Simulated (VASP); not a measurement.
# CsBr2 (P4/nmm) in VASP: single point with PBE

Aim: the single point of CsBr2 with PBE.

Everything below comes from runs of VASP 6.6.1. Logs are shortened: lines on timing, memory, paths and dates and some standing lists are left out, and cuts for length are marked.

### Step 1. The cell of the first run

The structure is tetragonal, space group P4/nmm (No. 129). Conventional cell: a = 4.695 Å, b = 4.695 Å, c = 11.341 Å, α = 90.00°, β = 90.00°, γ = 90.00°. Within 4.7 Å of Cs (site symmetry 4mm) lie 9 Br at 3.53 to 3.98 Å and 4 Cs at 4.70 Å. Within 4.4 Å of Br (site symmetry -4m2) lie 4 Br at 3.32 Å and 4 Cs at 3.98 Å. Within 4.7 Å of Br (site symmetry 4mm) lie 5 Cs at 3.53 to 3.70 Å and 8 Br at 4.16 to 4.70 Å.

### Step 2. Single point, PBE

Input file INCAR:

```
  PREC = Accurate
  ENCUT = 520
  EDIFF = 1E-6
  ISMEAR = 0
  SIGMA = 0.1
  LREAL = False
  LASPH = True
  NELM = 100
  ALGO = Normal
  ISIF = 2
  LWAVE = False
  LCHARG = True
  GGA = PE
  LELF = True
  LVHAR = True
  NBANDS = 32
```

Input file KPOINTS:

```
regular mesh
0
Gamma
  8 8 4
```

Input file POSCAR:

```
CsBr2
1.0
    4.6950444456      0.0000000000      0.0000000000
    0.0000000000      4.6950444456      0.0000000000
    0.0000000000      0.0000000000     11.3407758975
Cs Br
2 4
Direct
    0.0000000000      0.5000000000      0.7160733169
    0.5000000000      0.0000000000      0.2839266831
    0.0000000000      0.0000000000      0.0000000000
    0.5000000000      0.5000000000      0.0000000000
    0.0000000000      0.5000000000      0.3895526116
    0.5000000000      0.0000000000      0.6104473884
```

Potentials or basis: VASP PAW PBE potentials, release 64 (Cs_sv, Br).

The run is started by

```console
cat potpaw_PBE.64/Cs_sv/POTCAR potpaw_PBE.64/Br/POTCAR > POTCAR
mpirun -np 1 vasp_std > vasp.out
```

OUTCAR:

```text
PREC = Accurate
   ENCUT = 520
   EDIFF = 1E-6
   ISMEAR = 0
   LREAL = False
   LASPH = True
   NELM = 100
   ISIF = 2
   GGA = PE

 ion  position               nearest neighbor table
   1  0.000  0.500  0.716-
   2  0.500  0.000  0.284-
   3  0.000  0.000  0.000-
   4  0.500  0.500  0.000-
   5  0.000  0.500  0.390-
   6  0.500  0.000  0.610-

  LATTYP: Found a simple tetragonal cell.
 ALAT       =     4.6950444456
 C/A-ratio  =     2.4154778573

  Lattice vectors:

 A1 = (   4.6950444456,   0.0000000000,   0.0000000000)
 A2 = (   0.0000000000,   4.6950444456,   0.0000000000)
 A3 = (   0.0000000000,   0.0000000000,  11.3407758975)

Analysis of symmetry for initial positions (statically):
=====================================================================
 Subroutine PRICEL returns:
 Original cell was already a primitive cell.

 Routine SETGRP: Setting up the symmetry group for a
 simple tetragonal supercell.

 Subroutine GETGRP returns: Found 16 space group operations
 (whereof  8 operations were pure point group operations)
 out of a pool of 16 trial point group operations.

The static configuration has the point symmetry D_2d.
 The point group associated with its full space group is D_4h.

Analysis of symmetry for dynamics (positions and initial velocities):
=====================================================================
 Subroutine PRICEL returns:
 Original cell was already a primitive cell.

 Routine SETGRP: Setting up the symmetry group for a
 simple tetragonal supercell.

 Subroutine GETGRP returns: Found 16 space group operations
 (whereof  8 operations were pure point group operations)
 out of a pool of 16 trial point group operations.

The dynamic configuration has the point symmetry D_2d.
 The point group associated with its full space group is D_4h.

 Subroutine INISYM returns: Found 16 space group operations
 (whereof  8 operations are pure point group operations),
 and found     1 'primitive' translations

----------------------------------------------------------------------------------------

                                     Primitive cell

  volume of cell :     249.9897

  direct lattice vectors                    reciprocal lattice vectors
     4.695044446  0.000000000  0.000000000     0.212990529  0.000000000  0.000000000
     0.000000000  4.695044446  0.000000000     0.000000000  0.212990529  0.000000000
     0.000000000  0.000000000 11.340775898     0.000000000  0.000000000  0.088177388

  length of vectors
     4.695044446  4.695044446 11.340775898     0.212990529  0.212990529  0.088177388

  position of ions in fractional coordinates (direct lattice)
     0.000000000  0.500000000  0.716073317
     0.500000000  0.000000000  0.283926683
     0.000000000  0.000000000  0.000000000
     0.500000000  0.500000000  0.000000000
     0.000000000  0.500000000  0.389552612
     0.500000000  0.000000000  0.610447388

  ion indices of the primitive-cell ions
   primitive index   ion index
                 1           1
                 2           2
                 3           3
                 4           4
                 5           5
                 6           6

----------------------------------------------------------------------------------------

 KPOINTS: regular mesh

Automatic generation of k-mesh.
 Grid dimensions read from file:
 generate k-points for:    8    8    4

 Generating k-lattice:

  Cartesian coordinates                     Fractional coordinates (reciprocal lattice)
     0.026623816  0.000000000  0.000000000     0.125000000  0.000000000  0.000000000
     0.000000000  0.026623816  0.000000000     0.000000000  0.125000000  0.000000000
     0.000000000  0.000000000  0.022044347     0.000000000  0.000000000  0.250000000

  Length of vectors
     0.026623816  0.026623816  0.022044347

  Shift w.r.t. Gamma in fractional coordinates (k-lattice)
     0.000000000  0.000000000  0.000000000

 Subroutine IBZKPT returns following result:
 ===========================================

 Found     45 irreducible k-points:

 Following reciprocal coordinates:
            Coordinates               Weight
  0.000000  0.000000  0.000000      1.000000
  0.125000  0.000000  0.000000      4.000000
  0.250000  0.000000  0.000000      4.000000
  0.375000  0.000000  0.000000      4.000000
  0.500000  0.000000  0.000000      2.000000
  0.125000  0.125000  0.000000      4.000000
[... 16 lines left out ...]
  0.375000  0.125000  0.250000     16.000000
  0.500000  0.125000  0.250000      8.000000
 [... further k-points ...]
   k-points           NKPTS =     45   k-points in BZ     NKDIM =     45   number of bands    NBANDS=     32
   number of dos      NEDOS =    301   number of ions     NIONS =      6
   total plane-waves  NPLWV = 108864
   dimension x,y,z NGX =    36 NGY =   36 NGZ =   84
   dimension x,y,z NGXF=    72 NGYF=   72 NGZF=  168
   ions per type =               2   4
   NGX,Y,Z   is equivalent  to a cutoff of  12.75, 12.75, 12.31 a.u.
   NGXF,Y,Z  is equivalent  to a cutoff of  25.49, 25.49, 24.63 a.u.
 SYSTEM =  unknown system
   PREC   = accura    normal or accurate (medium, high low for compatibility)
   ISTART =      0    job   : 0-new  1-cont  2-samecut
   ICHARG =      2    charge: 1-file 2-atom 10-const
   ISPIN  =      1    spin polarized calculation?
   LNONCOLLINEAR =      F non collinear calculations
   LSORBIT =      F    spin-orbit coupling
   LASPH  =      T    aspherical Exc in radial PAW
   ENCUT  =  520.0 eV  38.22 Ry    6.18 a.u.   8.73  8.73 21.09*2*pi/ulx,y,z
   NELM   =    100;   NELMIN=  2; NELMDL= -5     # of ELM steps
   EDIFF  = 0.1E-05   stopping-criterion for ELM
   LREAL  =      F    real-space projection
   EDIFFG = 0.1E-04   stopping-criterion for IOM
   NSW    =      0    number of steps for IOM
   IBRION =     -1    ionic relax: 0-MD 1-quasi-New 2-CG
   NFREE  =      0    steps in history (QN), initial steepest desc. (CG)
   ISIF   =      2    stress and relaxation
   ISYM   =      2    0-nonsym 1-usesym 2-fastsym
   POTIM  = 0.5000    time-step for ionic-motion
   TEBEG  =    0.0;   TEEND  =   0.0 temperature during run
   PSTRESS=    0.0 pullay stress
   NELECT =      46.0000    total number of electrons
   NUPDOWN=      -1.0000    fix difference up-down
   EMIN   =  10.00;   EMAX   =-10.00  energy-range for DOS
   EFERMI =   0.00;   METHOD = LEGACY
   ISMEAR =     0;   SIGMA  =   0.10  broadening in eV -4-tet -1-fermi 0-gaus
   EFERMI_NEDOS =   21; number of points for ismear=-14 and -15
   IALGO  =     38    algorithm
   IMIX   =      4    mixing-type and parameters
     AMIX     =   0.40;   BMIX     =  1.00
     AMIX_MAG =   1.60;   BMIX_MAG =  1.00
  volume/ion in A,a.u.               =      41.66       281.17
  Fermi-wavevector in a.u.,A,eV,Ry     =   0.931151  1.759620 11.796821  0.867042
  Thomas-Fermi vector in A             =   2.057614
   LORBIT       =      0    0 simple, 1 ext, 2 COOP (PROOUT), +10 PAW based schemes
   GGA     = PE    functional components
   LHFCALC =     F    Hartree Fock is set to
   AEXX    =    0.0000 exact exchange contribution
   IVDW    =     0    specifies the selected vdW correction
   LEPSILON=     F    determine dielectric tensor
   LRPA    =     F    only Hartree local field effects (RPA)
 non-spin polarized calculation
 Gauss-broadening in eV      SIGMA  =   0.10
  energy-cutoff  :      520.00
  volume of cell :      249.99
 maximum number of plane-waves:      6779
 NGX is ok and might be reduce to    36
   NGX = 17   NGY = 17   NGZ = 43

 number of electron      46.0000000 magnetization

 Free energy of the ion-electron system (eV)
  ---------------------------------------------------
  ext. energy  EPLUGINS =         0.00000000
  ---------------------------------------------------
  free energy    TOTEN  =       -14.37697328 eV

  energy without entropy =      -14.31924794  energy(sigma->0) =      -14.34811061

 E-fermi :  -1.0212     XC(G=0):  -7.5477

 val. band max:       -1.0309944081   @ k =   0.1250   0.0000   0.0000
 cond. band min:      -1.0148394650   @ k =   0.1250   0.0000   0.2500
 fundamental gap:      0.0161549431
 Fermi energy:        -1.0211722170

 k-point     1 :       0.0000    0.0000    0.0000
  band No.  band energies     occupation
      1     -20.4382      2.00000
      2     -20.4330      2.00000
      3     -15.1025      2.00000
      4     -14.0483      2.00000
      5     -13.4808      2.00000
      6     -13.3157      2.00000
[... 24 lines left out ...]
     31       6.7576      0.00000
     32       6.7576      0.00000

 k-point     2 :       0.1250    0.0000    0.0000
  band No.  band energies     occupation
      1     -20.4349      2.00000
      2     -20.4300      2.00000
      3     -15.0654      2.00000
      4     -14.0916      2.00000
      5     -13.4778      2.00000
      6     -13.3255      2.00000
[... 24 lines left out ...]
     31       6.6071      0.00000
     32       6.6366      0.00000

 k-point     3 :       0.2500    0.0000    0.0000
  band No.  band energies     occupation
      1     -20.4267      2.00000
      2     -20.4229      2.00000
      3     -14.9586      2.00000
      4     -14.2136      2.00000
      5     -13.4681      2.00000
      6     -13.3519      2.00000
[... 24 lines left out ...]
     31       6.6233      0.00000
     32       6.7431      0.00000

 k-point     4 :       0.3750    0.0000    0.0000
  band No.  band energies     occupation
      1     -20.4181      2.00000
      2     -20.4161      2.00000
      3     -14.7953      2.00000
      4     -14.3923      2.00000
      5     -13.4499      2.00000
      6     -13.3873      2.00000
[... 654 lines left out ...]
     31       6.5031      0.00000
     32       6.6140      0.00000

 k-point    23 :       0.3750    0.1250    0.2500
  band No.  band energies     occupation
      1     -20.4153      2.00000
      2     -20.4137      2.00000
      3     -14.7761      2.00000
      4     -14.4029      2.00000
      5     -13.4413      2.00000
      6     -13.3831      2.00000
[... 24 lines left out ...]
     31       6.6494      0.00000
     32       6.6802      0.00000

 k-point    24 :       0.5000    0.1250    0.2500
  band No.  band energies     occupation
      1     -20.4114      2.00000
      2     -20.4114      2.00000
      3     -14.5915      2.00000
      4     -14.5915      2.00000
      5     -13.4142      2.00000
      6     -13.4142      2.00000
[... 24 lines left out ...]
     31       6.8540      0.00000
     32       6.8540      0.00000

 [... further k-points ...]

------------------------ aborting loop because EDIFF is reached ----------------------------------------

  FORCE on cell =-STRESS in cart. coord.  units (eV):
  Direction    XX          YY          ZZ          XY          YZ          ZX
  --------------------------------------------------------------------------------------
  -------------------------------------------------------------------------------------
  Total        0.0282017      0.0282017      0.0419175      0.0000000      0.0000000      0.0000000
  in kB        0.1807438      0.1807438      0.2686482      0.0000000      0.0000000      0.0000000
  external PRESSURE =       0.2100453 kB  Pullay stress =       0.0000000 kB

 VOLUME and BASIS-vectors are now :
 -----------------------------------------------------------------------------
  energy-cutoff  :      520.00
  volume of cell :      249.99
      direct lattice vectors                 reciprocal lattice vectors
     4.695044446  0.000000000  0.000000000     0.212990529  0.000000000  0.000000000
     0.000000000  4.695044446  0.000000000     0.000000000  0.212990529  0.000000000
     0.000000000  0.000000000 11.340775898     0.000000000  0.000000000  0.088177388

 POSITION                                       TOTAL-FORCE (eV/Angst)
 -----------------------------------------------------------------------------------
      0.00000      2.34752      8.12083         0.000000     -0.000000      0.004532
      2.34752      0.00000      3.21995         0.000000      0.000000     -0.004532
      0.00000      0.00000      0.00000         0.000000      0.000000      0.000000
      2.34752      2.34752      0.00000         0.000000     -0.000000      0.000000
      0.00000      2.34752      4.41783        -0.000000      0.000000     -0.002284
      2.34752      0.00000      6.92295         0.000000      0.000000      0.002284
 -----------------------------------------------------------------------------------
    total drift:                                0.000000      0.000000      0.000000

  FREE ENERGIE OF THE ION-ELECTRON SYSTEM (eV)
  ---------------------------------------------------
  free  energy   TOTEN  =       -14.3769732793 eV

  energy  without entropy=      -14.3192479418  energy(sigma->0) =      -14.34811061
```

Wall time 7.1 min (1 thread of Intel Xeon Platinum 8175M at 2.50GHz (Skylake/Cascade Lake), shared host); peak memory 0.51 GiB.

Results:

* Free energy: -14.3770 eV
* Pressure: 0.0 GPa
* Largest force: 0.005 eV/Å
* Band gap on the k mesh: zero (bands 23 and 24 overlap by 0.79 eV)

Forces in eV/Å, atoms in the order of the input:
```
Cs   0.000  0.000  0.005
Cs   0.000  0.000 -0.005
Br   0.000  0.000  0.000
Br   0.000  0.000  0.000
Br   0.000  0.000 -0.002
Br   0.000  0.000  0.002
```

Caveat: spin-orbit coupling is left out, which moves the levels of the heavy elements.
